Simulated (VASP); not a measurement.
**SiC: relaxation of cell and atoms with PBE**

The system is SiC.

```
Si C
1.0
     0.00000    2.18955    2.18955
     2.18955    0.00000    2.18955
     2.18955    2.18955    0.00000
Si C
1 1
Cartesian
  0.0000 0.0000 0.0000
  3.2843 3.2843 3.2843
```

* Program: VASP 6.6.1
* Task: relaxation of cell and atoms
* Functional: PBE
* Potentials or basis: VASP PAW PBE potentials, release 64 (Si, C)
* Cutoff: 600 eV
* k mesh: 10 × 10 × 10
* Occupations: gaussian, width 0.02 eV
* Spin: no spin polarisation
* Dipole correction: no
* Further INCAR settings: ALGO = Normal; EDIFF = 1e-06; IBRION = 2; EDIFFG = -0.01; NSW = 100; ISIF = 3

```
Pressure after relaxing : -0.1 GPa
Band gap on the k mesh  : 1.37 eV, indirect (least direct gap 4.53 eV)
```

Final structure:
```yaml
crystal:
  lattice:
    - [0.00000, 2.18955, 2.18955]
    - [2.18955, 0.00000, 2.18955]
    - [2.18955, 2.18955, 0.00000]
  atoms:
    - { symbol: Si, position: [0.00000, 0.00000, 0.00000] }
    - { symbol: C, position: [0.75000, 0.75000, 0.75000] }
```

Levels at points of the mesh, in eV from the valence-band top:
| k point | band 1 | band 2 | band 3 | band 4 | band 5 | band 6 | band 7 | band 8 |
| --- | --- | --- | --- | --- | --- | --- | --- | --- |
| (0.00, 0.00, 0.00) | -15.29 | 0.00 | 0.00 | 0.00 | 6.06 | 7.21 | 7.21 | 7.21 |
| (0.50, 0.00, 0.00) | -11.78 | -8.45 | -1.05 | -1.05 | 5.30 | 7.17 | 7.17 | 9.97 |
| (0.50, 0.50, 0.00) | -10.34 | -7.75 | -3.16 | -3.16 | 1.37 | 4.27 | 13.87 | 13.87 |

Run time: 8.4 s on 1 thread of AMD EPYC 9R14 (Zen 4), with other jobs on the host, peak memory 0.12 GiB.

Caveat: the relaxation stopped at its first step, so nothing moved. A k mesh can miss the band edges.
